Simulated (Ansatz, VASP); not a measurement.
P in VASP and in Ansatz

INCAR

```
PREC = Accurate ; ENCUT = 520
EDIFF = 1E-6 ; ISMEAR = 0
SIGMA = 0.05 ; LREAL = False
LASPH = True ; NELM = 80
ALGO = Normal ; ISIF = 2
LWAVE = False ; LCHARG = True
GGA = PS ; LELF = True
LVHAR = True ; NBANDS = 18
```

Contents of KPOINTS:

```
regular mesh
0
Gamma
  8 1 6
```

Contents of POSCAR:

```
P
1.0
    3.2837277200      0.0000000000      0.0000000000
    0.0000000000     34.8570309900      0.0000000000
    0.0000000000      0.0000000000      4.6320847100
P
4
Direct
    0.0000000000      0.9710473629      0.5947903403
    0.0000000000      0.0289526371      0.4052096597
    0.5000000000      0.0289526371      0.0947903403
    0.5000000000      0.9710473629      0.9052096597
```

Input for Ansatz:

```yaml
crystal:
  lattice:
    - [3.28372772, 0.0, 0.0]
    - [0.0, 34.85703099, 0.0]
    - [0.0, 0.0, 4.63208471]
  atoms:
    - { symbol: P, position: [0.0, 0.9710473629, 0.5947903403] }
    - { symbol: P, position: [0.0, 0.0289526371, 0.4052096597] }
    - { symbol: P, position: [0.5, 0.0289526371, 0.0947903403] }
    - { symbol: P, position: [0.5, 0.9710473629, 0.9052096597] }
basis:
  ecutwfc: 420
kpoints:
  mp_grid: { grid: [8, 1, 6] }
hamiltonian:
  xc: pbesol
scf:
  occupations: { method: gaussian, width: 0.05 }
output:
  forces: true
  stress: true
  eigenvalues: true
```

Change from the starting cell: mode 7 (349.0 1/cm) frozen in, largest displacement -0.030 Å.

Alike in both runs: task single point; functional PBEsol; k mesh 8 × 1 × 6; occupations gaussian, width 0.05 eV; no spin polarisation.

|  | VASP | Ansatz |
| --- | --- | --- |
| version | VASP 6.6.1 | Ansatz 0.2.0 |
| potentials or method | VASP PAW PBE potentials, release 64 (P), cutoff 520 eV | scalar-relativistic, plane waves, PAW |
| valence electrons in the cell | 20 | 20 |

|  | VASP | Ansatz | Ansatz less VASP |
| --- | --- | --- | --- |
| gap on the k mesh at the Fermi level (eV) | 1.07 | 1.06 | -0.014 |
| least direct gap on the mesh (eV) | 1.07 | 1.06 | -0.014 |
| rms of the force components (eV/Å) | 0.350 | 0.361 | +0.0106 |

VASP's potentials were made for PBE, not for PBEsol. Atom by atom the forces differ by 0.011 eV/Å (rms over components).
